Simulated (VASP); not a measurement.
# Al (Fm-3m) in VASP: further runs

Aim: see how the results for Al move with the level of theory and the settings. Levels: RPBE, PBEsol, r2SCAN. Tasks: single point, relaxation of cell and atoms.

Everything below comes from runs of VASP 6.6.1. Logs are shortened: lines on timing, memory, paths and dates and some standing lists are left out, and cuts for length are marked.

**1. The cell of the first run**

The structure is cubic, space group Fm-3m (No. 225). Conventional cell: a = 4.064 Å, b = 4.064 Å, c = 4.064 Å, α = 90.00°, β = 90.00°, γ = 90.00°. Within 3.8 Å of Al (site symmetry m-3m) lie 12 Al at 2.87 Å.

**2. Single point, RPBE**

The input, INCAR:

```
SYSTEM = Al
  PREC = Accurate
  ENCUT = 500
  EDIFF = 1E-6
  ISMEAR = 1
  SIGMA = 0.1
  LREAL = .False.
  LASPH = .True.
  NELM = 120
  ALGO = Normal
  ISIF = 2
  LWAVE = .False.
  LCHARG = .True.
  GGA = RP
  LELF = .True.
  LVHAR = .True.
  NBANDS = 8
  GGA_COMPAT = .False.
```

The input, KPOINTS:

```
Automatic mesh
0
Gamma
  13 13 13
  0 0 0
```

The input, POSCAR:

```
Al
1.0
    0.0000000000      2.0321504831      2.0321504831
    2.0321504831      0.0000000000      2.0321504831
    2.0321504831      2.0321504831      0.0000000000
Al
1
Direct
    0.0000000000      0.0000000000      0.0000000000
```

Potentials or basis: VASP PAW PBE potentials, release 64 (Al).

Started as:

```sh
cat potpaw_PBE.64/Al/POTCAR > POTCAR
mpirun -np 1 vasp_std > vasp.out
```

OUTCAR:

```text
SYSTEM = Al
   PREC = Accurate
   ENCUT = 500
   EDIFF = 1E-6
   ISMEAR = 1
   LREAL = .False.
   LASPH = .True.
   NELM = 120
   ISIF = 2
   GGA = RP

 ion  position               nearest neighbor table
   1  0.000  0.000  0.000-

  LATTYP: Found a face centered cubic cell.
 ALAT       =     4.0643009662

  Lattice vectors:

 A1 = (   0.0000000000,   2.0321504831,   2.0321504831)
 A2 = (   2.0321504831,   0.0000000000,   2.0321504831)
 A3 = (   2.0321504831,   2.0321504831,   0.0000000000)

Analysis of symmetry for initial positions (statically):
=====================================================================
 Subroutine PRICEL returns:
 Original cell was already a primitive cell.

 Routine SETGRP: Setting up the symmetry group for a
 face centered cubic supercell.

 Subroutine GETGRP returns: Found 48 space group operations
 (whereof 48 operations were pure point group operations)
 out of a pool of 48 trial point group operations.

The static configuration has the point symmetry O_h .

Analysis of symmetry for dynamics (positions and initial velocities):
=====================================================================
 Subroutine PRICEL returns:
 Original cell was already a primitive cell.

 Routine SETGRP: Setting up the symmetry group for a
 face centered cubic supercell.

 Subroutine GETGRP returns: Found 48 space group operations
 (whereof 48 operations were pure point group operations)
 out of a pool of 48 trial point group operations.

The dynamic configuration has the point symmetry O_h .

 Subroutine INISYM returns: Found 48 space group operations
 (whereof 48 operations are pure point group operations),
 and found     1 'primitive' translations

----------------------------------------------------------------------------------------

                                     Primitive cell

  volume of cell :      16.7841

  direct lattice vectors                    reciprocal lattice vectors
     0.000000000  2.032150483  2.032150483    -0.246044771  0.246044771  0.246044771
     2.032150483  0.000000000  2.032150483     0.246044771 -0.246044771  0.246044771
     2.032150483  2.032150483  0.000000000     0.246044771  0.246044771 -0.246044771

  length of vectors
     2.873894774  2.873894774  2.873894774     0.426162044  0.426162044  0.426162044

  position of ions in fractional coordinates (direct lattice)
     0.000000000  0.000000000  0.000000000

  ion indices of the primitive-cell ions
   primitive index   ion index
                 1           1

----------------------------------------------------------------------------------------

 KPOINTS: Automatic mesh

Automatic generation of k-mesh.
 Grid dimensions read from file:
 generate k-points for:   13   13   13

 Generating k-lattice:

  Cartesian coordinates                     Fractional coordinates (reciprocal lattice)
    -0.018926521  0.018926521  0.018926521     0.076923077  0.000000000  0.000000000
     0.018926521 -0.018926521  0.018926521     0.000000000  0.076923077  0.000000000
     0.018926521  0.018926521 -0.018926521     0.000000000  0.000000000  0.076923077

  Length of vectors
     0.032781696  0.032781696  0.032781696

  Shift w.r.t. Gamma in fractional coordinates (k-lattice)
     0.000000000  0.000000000  0.000000000

 Subroutine IBZKPT returns following result:
 ===========================================

 Found     84 irreducible k-points:

 Following reciprocal coordinates:
            Coordinates               Weight
  0.000000  0.000000  0.000000      1.000000
  0.076923  0.000000  0.000000      8.000000
  0.153846  0.000000  0.000000      8.000000
  0.230769  0.000000  0.000000      8.000000
  0.307692  0.000000  0.000000      8.000000
  0.384615  0.000000  0.000000      8.000000
[... 16 lines left out ...]
  0.384615  0.153846  0.000000     24.000000
  0.461538  0.153846  0.000000     24.000000
 [... further k-points ...]
   k-points           NKPTS =     84   k-points in BZ     NKDIM =     84   number of bands    NBANDS=      8
   number of dos      NEDOS =    301   number of ions     NIONS =      1
   total plane-waves  NPLWV =  13824
   dimension x,y,z NGX =    24 NGY =   24 NGZ =   24
   dimension x,y,z NGXF=    48 NGYF=   48 NGZF=   48
   ions per type =               1
   NGX,Y,Z   is equivalent  to a cutoff of  13.88, 13.88, 13.88 a.u.
   NGXF,Y,Z  is equivalent  to a cutoff of  27.77, 27.77, 27.77 a.u.
 SYSTEM =  Al
   PREC   = accura    normal or accurate (medium, high low for compatibility)
   ISTART =      0    job   : 0-new  1-cont  2-samecut
   ICHARG =      2    charge: 1-file 2-atom 10-const
   ISPIN  =      1    spin polarized calculation?
   LNONCOLLINEAR =      F non collinear calculations
   LSORBIT =      F    spin-orbit coupling
   LASPH  =      T    aspherical Exc in radial PAW
   ENCUT  =  500.0 eV  36.75 Ry    6.06 a.u.   5.24  5.24  5.24*2*pi/ulx,y,z
   NELM   =    120;   NELMIN=  2; NELMDL= -5     # of ELM steps
   EDIFF  = 0.1E-05   stopping-criterion for ELM
   LREAL  =      F    real-space projection
   EDIFFG = 0.1E-04   stopping-criterion for IOM
   NSW    =      0    number of steps for IOM
   IBRION =     -1    ionic relax: 0-MD 1-quasi-New 2-CG
   NFREE  =      0    steps in history (QN), initial steepest desc. (CG)
   ISIF   =      2    stress and relaxation
   ISYM   =      2    0-nonsym 1-usesym 2-fastsym
   POTIM  = 0.5000    time-step for ionic-motion
   TEBEG  =    0.0;   TEEND  =   0.0 temperature during run
   PSTRESS=    0.0 pullay stress
   NELECT =       3.0000    total number of electrons
   NUPDOWN=      -1.0000    fix difference up-down
   EMIN   =  10.00;   EMAX   =-10.00  energy-range for DOS
   EFERMI =   0.00;   METHOD = LEGACY
   ISMEAR =     1;   SIGMA  =   0.10  broadening in eV -4-tet -1-fermi 0-gaus
   EFERMI_NEDOS =   21; number of points for ismear=-14 and -15
   IALGO  =     38    algorithm
   IMIX   =      4    mixing-type and parameters
     AMIX     =   0.40;   BMIX     =  1.00
     AMIX_MAG =   1.60;   BMIX_MAG =  1.00
  volume/ion in A,a.u.               =      16.78       113.26
  Fermi-wavevector in a.u.,A,eV,Ry     =   0.922181  1.742669 11.570630  0.850417
  Thomas-Fermi vector in A             =   2.047679
   LORBIT       =      0    0 simple, 1 ext, 2 COOP (PROOUT), +10 PAW based schemes
   GGA     = RP    functional components
   LHFCALC =     F    Hartree Fock is set to
   AEXX    =    0.0000 exact exchange contribution
   IVDW    =     0    specifies the selected vdW correction
   LEPSILON=     F    determine dielectric tensor
   LRPA    =     F    only Hartree local field effects (RPA)
 non-spin polarized calculation
 Methfessel and Paxton  Order N= 1 SIGMA  =   0.10
  energy-cutoff  :      500.00
  volume of cell :       16.78
 maximum number of plane-waves:       440
 NGX is ok and might be reduce to    24
   NGX = 11   NGY = 11   NGZ = 11

 number of electron       3.0000000 magnetization

 Free energy of the ion-electron system (eV)
  ---------------------------------------------------
  ext. energy  EPLUGINS =         0.00000000
  ---------------------------------------------------
  free energy    TOTEN  =        -3.50415186 eV

  energy without entropy =       -3.50391680  energy(sigma->0) =       -3.50407351

 E-fermi :   7.8410     XC(G=0): -10.0789

 val. band max:        7.8350881247   @ k =  -0.3077   0.2308   0.0000
 cond. band min:       7.8495314301   @ k =  -0.2308   0.3846   0.1538
 fundamental gap:      0.0144433054
 Fermi energy:         7.8409957236

 k-point     1 :       0.0000    0.0000    0.0000
  band No.  band energies     occupation
      1      -3.1024      2.00000
      2      20.4210      0.00000
      3      20.4210      0.00000
      4      20.4210      0.00000
      5      21.9135      0.00000
      6      21.9135      0.00000
      7      21.9135      0.00000
      8      24.1863      0.00000

 k-point     2 :       0.0769    0.0000    0.0000
  band No.  band energies     occupation
      1      -2.9434      2.00000
      2      18.0843      0.00000
      3      19.9192      0.00000
      4      19.9192      0.00000
      5      22.5472      0.00000
      6      22.6610      0.00000
      7      22.6610      0.00000
      8      25.7741      0.00000

 k-point     3 :       0.1538    0.0000    0.0000
  band No.  band energies     occupation
      1      -2.4672      2.00000
      2      15.0044      0.00000
      3      19.2589      0.00000
      4      19.2589      0.00000
      5      22.4021      0.00000
      6      23.7977      0.00000
      7      23.7977      0.00000
      8      25.0425      0.00000

 k-point     4 :       0.2308    0.0000    0.0000
  band No.  band energies     occupation
      1      -1.6770      2.00000
      2      12.0366      0.00000
      3      18.8040      0.00000
      4      18.8040      0.00000
      5      22.1656      0.00000
      6      22.8920      0.00000
      7      22.8920      0.00000
      8      26.1631      0.00000

 k-point     5 :       0.3077    0.0000    0.0000
  band No.  band energies     occupation
      1      -0.5780      2.00000
      2       9.2767     -0.00000
      3      18.6009      0.00000
      4      18.6009      0.00000
      5      21.5625      0.00000
      6      21.5625      0.00000
      7      22.0775      0.00000
      8      25.4866      0.00000
[... 177 lines left out ...]
 k-point    22 :       0.3077    0.1538    0.0000
  band No.  band energies     occupation
      1      -0.7868      2.00000
      2      11.5638      0.00000
      3      16.0429      0.00000
      4      17.3313      0.00000
      5      17.6998      0.00000
      6      22.1551      0.00000
      7      25.9329      0.00000
      8      26.9382      0.00000

 k-point    23 :       0.3846    0.1538    0.0000
  band No.  band energies     occupation
      1       0.4088      2.00000
      2       8.9163     -0.00000
      3      15.9135      0.00000
      4      16.0202      0.00000
      5      17.6034      0.00000
      6      24.1476      0.00000
      7      24.7645      0.00000
      8      27.0239      0.00000

 k-point    24 :       0.4615    0.1538    0.0000
  band No.  band energies     occupation
      1       1.9016      2.00000
      2       6.5043      2.00000
      3      14.9325      0.00000
      4      16.0556      0.00000
      5      17.7935      0.00000
      6      23.7739      0.00000
      7      25.7719      0.00000
      8      27.6056      0.00000

 [... further k-points ...]

------------------------ aborting loop because EDIFF is reached ----------------------------------------

  FORCE on cell =-STRESS in cart. coord.  units (eV):
  Direction    XX          YY          ZZ          XY          YZ          ZX
  --------------------------------------------------------------------------------------
  -------------------------------------------------------------------------------------
  Total       -0.0167703     -0.0167703     -0.0167703     -0.0000000      0.0000000     -0.0000000
  in kB       -1.6008646     -1.6008646     -1.6008646     -0.0000000      0.0000000     -0.0000000
  external PRESSURE =      -1.6008646 kB  Pullay stress =       0.0000000 kB

 VOLUME and BASIS-vectors are now :
 -----------------------------------------------------------------------------
  energy-cutoff  :      500.00
  volume of cell :       16.78
      direct lattice vectors                 reciprocal lattice vectors
     0.000000000  2.032150483  2.032150483    -0.246044771  0.246044771  0.246044771
     2.032150483  0.000000000  2.032150483     0.246044771 -0.246044771  0.246044771
     2.032150483  2.032150483  0.000000000     0.246044771  0.246044771 -0.246044771

 POSITION                                       TOTAL-FORCE (eV/Angst)
 -----------------------------------------------------------------------------------
      0.00000      0.00000      0.00000         0.000000      0.000000      0.000000
 -----------------------------------------------------------------------------------
    total drift:                               -0.000000      0.000000      0.000000

  FREE ENERGIE OF THE ION-ELECTRON SYSTEM (eV)
  ---------------------------------------------------
  free  energy   TOTEN  =        -3.5041518610 eV

  energy  without entropy=       -3.5039168032  energy(sigma->0) =       -3.50407351
```

Wall time 8.5 s (1 thread of AMD EPYC 7R13 (Zen 3), shared host); peak memory 0.1 GiB.

Results:

```yaml
Free_energy: -3.5042 eV
Pressure: -0.2 GPa
Band_gap_on_the_k_mesh: zero (an odd number of electrons rules out a gap without spin polarisation)
```

Caveat: the PAW data sets were made with another functional, which shifts forces and pressure a little.

**3. Single point, PBEsol**

This run uses another cell than the first one, of 16.17 Å³/atom.

The input, INCAR:

```
SYSTEM = Al
  PREC = Accurate
  ENCUT = 500
  EDIFF = 1E-6
  ISMEAR = 1
  SIGMA = 0.1
  LREAL = .FALSE.
  LASPH = .TRUE.
  NELM = 120
  ALGO = Normal
  ISIF = 2
  LWAVE = .FALSE.
  LCHARG = .FALSE.
  GGA = PS
  NBANDS = 8
  GGA_COMPAT = .FALSE.
```

The input, KPOINTS:

```
regular mesh
0
G
  13 13 13
  0 0 0
```

The input, POSCAR:

```
Al
1.0
    0.0000000000      2.0069159297      2.0069159297
    2.0069159297      0.0000000000      2.0069159297
    2.0069159297      2.0069159297      0.0000000000
Al
1
Direct
    0.0000000000      0.0000000000      0.0000000000
```

Potentials or basis: VASP PAW PBE potentials, release 64 (Al).

Started as:

```sh
cat potpaw_PBE.64/Al/POTCAR > POTCAR
mpirun -np 1 vasp_std > vasp.out
```

It took 7 s on 1 thread of AMD EPYC 7R13 (Zen 3), shared host; peak memory 0.1 GiB.

The run converged. Its results:

* Free energy: -4.0885 eV
* Pressure: 0.0 GPa
* Band gap on the k mesh: zero (an odd number of electrons rules out a gap without spin polarisation)

Levels at points of the mesh, in eV from the Fermi level:
```csv
k point,band 1,band 2,band 3,band 4
"(0.00, 0.00, 0.00)",-11.19,12.79,12.79,12.79
```

Caveat: the PAW data sets were made with another functional, which shifts forces and pressure a little.

**4. Single point, r2SCAN**

This run uses another cell than the first one, of 15.91 Å³/atom.

The input, POSCAR:

```
Al
1.0
    0.0000000000      1.9963267449      1.9963267449
    1.9963267449      0.0000000000      1.9963267449
    1.9963267449      1.9963267449      0.0000000000
Al
1
Direct
    0.0000000000      0.0000000000      0.0000000000
```

The input, INCAR.step1:

```
SYSTEM = Al
  ALGO = Normal
  EDIFF = 1E-5
  ENCUT = 550
  GGA = PE
  GGA_COMPAT = .FALSE.
  ISMEAR = 1
  LASPH = .TRUE.
  LCHARG = .FALSE.
  LREAL = .FALSE.
  LWAVE = .TRUE.
  NBANDS = 8
  NELM = 120
  PREC = Accurate
  SIGMA = 0.1
```

The input, INCAR.step2:

```
SYSTEM = Al
  ALGO = Normal
  EDIFF = 1E-6
  ENCUT = 550
  GGA_COMPAT = .FALSE.
  ISIF = 2
  ISMEAR = 1
  ISTART = 1
  LASPH = .TRUE.
  LCHARG = .FALSE.
  LMIXTAU = .TRUE.
  LREAL = .FALSE.
  LWAVE = .FALSE.
  METAGGA = R2SCAN
  NBANDS = 8
  NELM = 120
  PREC = Accurate
  SIGMA = 0.1
```

The input, KPOINTS:

```
k-points
0
G
  13 13 13
  0 0 0
```

Started as:

```sh
cat potpaw_PBE.64/Al/POTCAR > POTCAR
cp INCAR.step1 INCAR
mpirun -np 1 vasp_std > vasp.out
cp INCAR.step2 INCAR
mpirun -np 1 vasp_std > vasp.out
```

Wall time 38 s (1 thread of AMD EPYC 7R13 (Zen 3), shared host); peak memory 0.11 GiB.

Results (log left out):

```yaml
Free_energy: -6.7353 eV
Pressure: -0.4 GPa
Band_gap_on_the_k_mesh: zero (an odd number of electrons rules out a gap without spin polarisation)
```

Levels at points of the mesh, in eV from the Fermi level:
```tsv
k point	band 1	band 2	band 3	band 4
(0.00, 0.00, 0.00)	-12.03	13.60	13.60	13.60
```

Caveat: the PAW data sets were made with another functional, which shifts forces and pressure a little.

(Continued in part 2 of 2.)
